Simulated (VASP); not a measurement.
# As (P6/mmm) in VASP: further runs

As is run at these levels: PBEsol; tasks: relaxation of cell and atoms.

All numbers are computed with VASP 6.6.1; they aren't measurements. Logs are shortened: lines on timing, memory, paths and dates and some standing lists are left out, and cuts for length are marked.

## Step 1: The cell of the first run

The structure is hexagonal, space group P6/mmm (No. 191). The conventional cell has a = 4.566 Å, b = 4.566 Å, c = 2.834 Å, α = 90.00°, β = 90.00°, γ = 120.00°. As (site symmetry -6m2) has 5 As at 2.64 to 2.83 Å within 3.5 Å.

## Step 2: Relaxation of cell and atoms, PBEsol, target pressure 20 GPa, at which the enthalpy is minimised

INCAR

```
PREC     = Accurate       # precision mode
ENCUT    = 600            # plane-wave cutoff, eV
EDIFF    = 1E-6           # SCF threshold, eV
ISMEAR   = -1             # smearing method
SIGMA    = 0.05           # smearing width, eV
LREAL    = False          # projectors in reciprocal space
LASPH    = True           # aspherical terms in the spheres
NELM     = 100            # most SCF steps
ALGO     = Normal         # electronic algorithm
ISIF     = 3              # what is computed and relaxed
LWAVE    = False          # write WAVECAR
LCHARG   = False          # write CHGCAR
GGA      = PS             # functional
IBRION   = 2              # ionic algorithm
NSW      = 60             # ionic steps
EDIFFG   = -0.01          # ionic threshold
PSTRESS  = 200.0
```

KPOINTS

```
Automatic mesh
0
Gamma
  7 7 9
```

POSCAR

```
As
1.0
    4.5664000000      0.0000000000      0.0000000000
   -2.2832000000      3.9546200000      0.0000000000
    0.0000000000      0.0000000000      2.8337400000
As
2
Direct
    0.3333300000      0.6666700000      0.0000000000
    0.6666700000      0.3333300000      0.0000000000
```

Potentials or basis: VASP PAW PBE potentials, release 64 (As).

The run is started by

```sh
cat potpaw_PBE.64/As/POTCAR > POTCAR
mpirun -np 1 vasp_std > vasp.out
```

OUTCAR:

```text
PREC = Accurate
   ENCUT = 600
   EDIFF = 1E-6
   ISMEAR = -1
   LREAL = False
   LASPH = True
   NELM = 100
   ISIF = 3
   GGA = PS
   IBRION = 2
   NSW = 60
   EDIFFG = -0.01
   PSTRESS = 200.0

 ion  position               nearest neighbor table
   1  0.333  0.667  0.000-   2 2.64   2 2.64   2 2.64
   2  0.667  0.333  0.000-   1 2.64   1 2.64   1 2.64

  LATTYP: Found a hexagonal cell.
 ALAT       =     4.5664000000
 C/A-ratio  =     0.6205632446

  Lattice vectors:

 A1 = (   4.5664000000,   0.0000000000,   0.0000000000)
 A2 = (  -2.2832000000,   3.9546200000,   0.0000000000)
 A3 = (   0.0000000000,   0.0000000000,   2.8337400000)

Analysis of symmetry for initial positions (statically):
=====================================================================
 Subroutine PRICEL returns:
 Original cell was already a primitive cell.

 Routine SETGRP: Setting up the symmetry group for a
 hexagonal supercell.

 Subroutine GETGRP returns: Found  8 space group operations
 (whereof  8 operations were pure point group operations)
 out of a pool of 24 trial point group operations.

The static configuration has the point symmetry D_2h.

Analysis of symmetry for dynamics (positions and initial velocities):
=====================================================================
 Subroutine PRICEL returns:
 Original cell was already a primitive cell.

 Routine SETGRP: Setting up the symmetry group for a
 hexagonal supercell.

 Subroutine GETGRP returns: Found  8 space group operations
 (whereof  8 operations were pure point group operations)
 out of a pool of 24 trial point group operations.

The dynamic configuration has the point symmetry D_2h.

 Subroutine INISYM returns: Found  8 space group operations
 (whereof  8 operations are pure point group operations),
 and found     1 'primitive' translations

----------------------------------------------------------------------------------------

                                     Primitive cell

  volume of cell :      51.1727

  direct lattice vectors                    reciprocal lattice vectors
     4.566400000  0.000000000  0.000000000     0.218990890  0.126434398  0.000000000
    -2.283200000  3.954620000  0.000000000     0.000000000  0.252868796  0.000000000
     0.000000000  0.000000000  2.833740000     0.000000000  0.000000000  0.352890526

  length of vectors
     4.566400000  4.566401382  2.833740000     0.252868873  0.252868796  0.352890526

  position of ions in fractional coordinates (direct lattice)
     0.333330000  0.666670000  0.000000000
     0.666670000  0.333330000  0.000000000

  ion indices of the primitive-cell ions
   primitive index   ion index
                 1           1
                 2           2

----------------------------------------------------------------------------------------

 KPOINTS: Automatic mesh

Automatic generation of k-mesh.
 Grid dimensions read from file:
 generate k-points for:    7    7    9

 Generating k-lattice:

  Cartesian coordinates                     Fractional coordinates (reciprocal lattice)
     0.031284413  0.018062057  0.000000000     0.142857143 -0.000000000  0.000000000
     0.000000000  0.036124114  0.000000000     0.000000000  0.142857143  0.000000000
     0.000000000  0.000000000  0.039210058     0.000000000  0.000000000  0.111111111

  Length of vectors
     0.036124125  0.036124114  0.039210058

  Shift w.r.t. Gamma in fractional coordinates (k-lattice)
     0.000000000  0.000000000  0.000000000

 Subroutine IBZKPT returns following result:
 ===========================================

 Found     80 irreducible k-points:

 Following reciprocal coordinates:
            Coordinates               Weight
  0.000000  0.000000  0.000000      1.000000
  0.142857 -0.000000  0.000000      4.000000
 -0.142857  0.142857  0.000000      2.000000
  0.285714 -0.000000  0.000000      4.000000
 -0.285714  0.285714  0.000000      2.000000
  0.428571 -0.000000  0.000000      4.000000
[... 16 lines left out ...]
 -0.428571  0.428571  0.111111      4.000000
  0.142857  0.142857  0.111111      4.000000
 [... further k-points ...]
   k-points           NKPTS =     80   k-points in BZ     NKDIM =     80   number of bands    NBANDS=      9
   number of dos      NEDOS =    301   number of ions     NIONS =      2
   total plane-waves  NPLWV =  31104
   dimension x,y,z NGX =    36 NGY =   36 NGZ =   24
   dimension x,y,z NGXF=    72 NGYF=   72 NGZF=   48
   ions per type =               2
   NGX,Y,Z   is equivalent  to a cutoff of  13.11, 13.11, 14.08 a.u.
   NGXF,Y,Z  is equivalent  to a cutoff of  26.21, 26.21, 28.16 a.u.
 SYSTEM =  unknown system
   PREC   = accura    normal or accurate (medium, high low for compatibility)
   ISTART =      0    job   : 0-new  1-cont  2-samecut
   ICHARG =      2    charge: 1-file 2-atom 10-const
   ISPIN  =      1    spin polarized calculation?
   LNONCOLLINEAR =      F non collinear calculations
   LSORBIT =      F    spin-orbit coupling
   LASPH  =      T    aspherical Exc in radial PAW
   ENCUT  =  600.0 eV  44.10 Ry    6.64 a.u.   9.12  9.12  5.66*2*pi/ulx,y,z
   NELM   =    100;   NELMIN=  2; NELMDL= -5     # of ELM steps
   EDIFF  = 0.1E-05   stopping-criterion for ELM
   LREAL  =      F    real-space projection
   EDIFFG = -.1E-01   stopping-criterion for IOM
   NSW    =     60    number of steps for IOM
   IBRION =      2    ionic relax: 0-MD 1-quasi-New 2-CG
   NFREE  =      1    steps in history (QN), initial steepest desc. (CG)
   ISIF   =      3    stress and relaxation
   ISYM   =      2    0-nonsym 1-usesym 2-fastsym
   POTIM  = 0.5000    time-step for ionic-motion
   TEBEG  =    0.0;   TEEND  =   0.0 temperature during run
   PSTRESS=  200.0 pullay stress
   NELECT =      10.0000    total number of electrons
   NUPDOWN=      -1.0000    fix difference up-down
   EMIN   =  10.00;   EMAX   =-10.00  energy-range for DOS
   EFERMI =   0.00;   METHOD = LEGACY
   ISMEAR =    -1;   SIGMA  =   0.05  broadening in eV -4-tet -1-fermi 0-gaus
   EFERMI_NEDOS =   21; number of points for ismear=-14 and -15
   IALGO  =     38    algorithm
   IMIX   =      4    mixing-type and parameters
     AMIX     =   0.40;   BMIX     =  1.00
     AMIX_MAG =   1.60;   BMIX_MAG =  1.00
  volume/ion in A,a.u.               =      25.59       172.67
  Fermi-wavevector in a.u.,A,eV,Ry     =   0.950011  1.795260 12.279540  0.902521
  Thomas-Fermi vector in A             =   2.078348
   LORBIT       =      0    0 simple, 1 ext, 2 COOP (PROOUT), +10 PAW based schemes
   GGA     = PS    functional components
   LHFCALC =     F    Hartree Fock is set to
   AEXX    =    0.0000 exact exchange contribution
   IVDW    =     0    specifies the selected vdW correction
   LEPSILON=     F    determine dielectric tensor
   LRPA    =     F    only Hartree local field effects (RPA)
 conjugate gradient relaxation of ions
 non-spin polarized calculation
  energy-cutoff  :      600.00
  volume of cell :       51.17
 maximum number of plane-waves:      1728
   NGX = 19   NGY = 19   NGZ = 11

--------------------------------------- Ionic step        1  -------------------------------------------

 number of electron      10.0000000 magnetization

 number of electron       9.9999998 magnetization

 Free energy of the ion-electron system (eV)
  ---------------------------------------------------
  ext. energy  EPLUGINS =         0.00000000
  ---------------------------------------------------
  free energy    TOTEN  =        -9.73010100 eV

  energy without entropy =       -9.72435147  energy(sigma->0) =       -9.72722624

 E-fermi :   3.6428     XC(G=0):  -9.1746

 val. band max:        3.5604504926   @ k =  -0.1429   0.4286   0.4444
 cond. band min:       3.6846764192   @ k =  -0.1429   0.2857   0.0000
 fundamental gap:      0.1242259266
 Fermi energy:         3.6427652131

 k-point     1 :       0.0000    0.0000    0.0000
  band No.  band energies     occupation
      1     -10.4673      2.00000
      2      -4.8553      2.00000
      3      -0.5094      2.00000
      4      -0.5090      2.00000
      5       3.7685      0.14958
      6       3.7690      0.14837
      7       6.9689      0.00000
      8       8.1720      0.00000
      9      10.8634      0.00000
[... 678 lines left out ...]
  FREE ENERGIE OF THE ION-ELECTRON SYSTEM (eV)
  ---------------------------------------------------
  free  energy   TOTEN  =        -9.3552395861 eV

  energy  without entropy=       -9.3512680418  energy(sigma->0) =       -9.35325381

  enthalpy is  TOTEN    =        -4.3672030303 eV   P V=        4.9880365558

[... ionic steps 4 to 7 ...]

--------------------------------------- Ionic step        8  -------------------------------------------

 number of electron      10.0000000 magnetization

------------------------ aborting loop because EDIFF is reached ----------------------------------------

  FORCE on cell =-STRESS in cart. coord.  units (eV):
  Direction    XX          YY          ZZ          XY          YZ          ZX
  --------------------------------------------------------------------------------------
  -------------------------------------------------------------------------------------
  Total        5.0038083      5.0040308      4.9655803      0.0001889      0.0000000      0.0000000
  in kB      205.2412364    205.2503609    203.6732382      0.0077497      0.0000000      0.0000000
  external PRESSURE =       4.7216118 kB  Pullay stress =     200.0000000 kB
[... 61 lines left out ...]
  enthalpy is  TOTEN    =        -4.3815272381 eV   P V=        4.9081937900

--------------------------------------- Ionic step       10  -------------------------------------------

 number of electron      10.0000000 magnetization

 Free energy of the ion-electron system (eV)
  ---------------------------------------------------
  ext. energy  EPLUGINS =         0.00000000
  ---------------------------------------------------
  free energy    TOTEN  =        -9.27349427 eV

  energy without entropy =       -9.27027226  energy(sigma->0) =       -9.27188327

 E-fermi :   6.3654     XC(G=0): -10.3375

 val. band max:        6.3309141843   @ k =   0.1429   0.1429   0.4444
 cond. band min:       6.5409394694   @ k =   0.1429  -0.0000   0.0000
 fundamental gap:      0.2100252852
 Fermi energy:         6.3653501163

 k-point     1 :       0.0000    0.0000    0.0000
  band No.  band energies     occupation
      1     -10.0820      2.00000
      2      -2.0254      2.00000
      3       0.8632      2.00000
      4       0.8634      2.00000
      5       5.8315      1.99995
      6       5.8316      1.99995
      7      10.5475      0.00000
      8      10.8554      0.00000
      9      15.6817      0.00000
[... 305 lines left out ...]
  FREE ENERGIE OF THE ION-ELECTRON SYSTEM (eV)
  ---------------------------------------------------
  free  energy   TOTEN  =        -9.2734942673 eV

  energy  without entropy=       -9.2702722633  energy(sigma->0) =       -9.27188327

  enthalpy is  TOTEN    =        -4.3817265427 eV   P V=        4.8917677246

 reached required accuracy - stopping structural energy minimisation
```

It took 1.7 min on 1 thread of Intel Xeon Platinum 8488C (Sapphire Rapids), shared host; peak memory 0.21 GiB.

What came out:

| Property | Result |
| --- | --- |
| Free energy | -9.2735 eV |
| Relaxed volume | 19.59 Å³/atom |
| Relaxed cell | a = 4.185 Å, b = 4.185 Å, c = 2.584 Å, α = 90.00°, β = 90.00°, γ = 120.00° |
| Space group after relaxing (to 0.05 Å) | P6/mmm (No. 191) |
| Energy change on relaxing (the enthalpy is what falls) | +228.3 meV/atom |
| Ionic steps | 10 |
| Pressure after relaxing | 20.0 GPa |
| Band gap on the k mesh | zero (band 5 reaches 9.05 eV, above the bottom of band 6 at 5.03 eV) |

The path:
| step | energy change (eV) | largest force (eV/Å) | pressure (GPa) | volume (Å³) |
| --- | --- | --- | --- | --- |
| 1 | 0.0000 | 0.0002 | -2.61 | 51.17 |
| 2 | 3.6327 | 0.0004 | 92.67 | 28.81 |
| 3 | 0.3749 | 0.0003 | 17.41 | 39.96 |
| 4 | 0.4371 | 0.0004 | 19.22 | 39.42 |
| 5 | 0.4636 | 0.0004 | 19.98 | 39.20 |
| 6 | 0.5222 | 0.0001 | 21.26 | 38.83 |
| 7 | 0.4722 | 0.0002 | 20.46 | 39.06 |
| 8 | 0.4725 | 0.0001 | 20.47 | 39.06 |
| 9 | 0.4404 | 0.0001 | 19.53 | 39.32 |
| 10 | 0.4566 | 0.0000 | 20.01 | 39.19 |

Final structure:
```xyz
2
Lattice="4.1848 0.0000 0.0000 -2.0924 3.6241 0.0000 0.0000 0.0000 2.5838" Properties=species:S:1:pos:R:3 pbc="T T T"
As    0.0000    2.4161    2.5838
As    2.0924    1.2081    0.0000
```

Caveat: the cell is relaxed towards a set pressure, so the enthalpy falls and the energy may rise; the volume moved by over 15 % at a fixed basis, so the end points are rough; the PAW data sets were made with another functional, which shifts forces and pressure a little.

## Step 3: Relaxation of cell and atoms, PBEsol, target pressure 30 GPa, at which the enthalpy is minimised

INCAR

```
PREC = Accurate
ENCUT = 600
EDIFF = 1E-6
ISMEAR = -1
SIGMA = 0.05
LREAL = F
LASPH = T
NELM = 80
ALGO = Normal
ISIF = 3
LWAVE = F
LCHARG = F
GGA = PS
IBRION = 2
NSW = 60
EDIFFG = -0.01
PSTRESS = 300.0
```

KPOINTS is that of step 2.

POSCAR is that of step 2.

Potentials or basis: VASP PAW PBE potentials, release 64 (As).

The run is started by

```sh
cat potpaw_PBE.64/As/POTCAR > POTCAR
mpirun -np 1 vasp_std > vasp.out
```

Wall time 2.7 min (1 thread of Intel Xeon Platinum 8488C (Sapphire Rapids), shared host); peak memory 0.21 GiB.

It converged, with:

```
Free energy                                            : -8.8857 eV
Relaxed volume                                         : 18.34 Å³/atom
Relaxed cell                                           : a = 4.095 Å, b = 4.095 Å, c = 2.525 Å, α = 90.00°, β = 90.00°, γ = 120.00°
Space group after relaxing (to 0.05 Å)                 : P6/mmm (No. 191)
Energy change on relaxing (the enthalpy is what falls) : +422.2 meV/atom
Ionic steps                                            : 10
Pressure after relaxing                                : 30.0 GPa
Band gap on the k mesh                                 : zero (band 5 reaches 10.00 eV, above the bottom of band 6 at 5.92 eV)
```

The path:
```tsv
step	energy change (eV)	largest force (eV/Å)	pressure (GPa)	volume (Å³)
1	0.0000	0.0002	-2.61	51.17
2	11.4904	0.0006	289.94	21.47
3	0.5751	0.0005	23.24	38.36
4	0.7121	0.0004	26.73	37.48
5	0.8405	0.0005	29.79	36.76
6	0.9111	0.0003	30.97	36.47
7	0.8489	0.0002	30.11	36.66
8	0.8495	0.0001	30.13	36.65
9	0.8384	0.0001	29.85	36.71
10	0.8445	0.0000	30.00	36.68
```

Final structure:
```xyz
2
Lattice="4.0955 0.0000 0.0000 -2.0477 3.5468 0.0000 0.0000 0.0000 2.5252" Properties=species:S:1:pos:R:3 pbc="T T T"
As    0.0000    2.3646    0.0000
As    2.0478    1.1823    0.0000
```

Levels at points of the mesh, in eV from the Fermi level:
| k point | band 3 | band 4 | band 5 | band 6 | band 7 | band 8 |
| --- | --- | --- | --- | --- | --- | --- |
| (0.00, 0.00, 0.00) | -6.02 | -6.02 | -0.88 | -0.88 | 3.93 | 4.69 |

Caveat: the cell is relaxed towards a set pressure, so the enthalpy falls and the energy may rise; the volume moved by over 15 % at a fixed basis, so the end points are rough; the PAW data sets were made with another functional, which shifts forces and pressure a little.
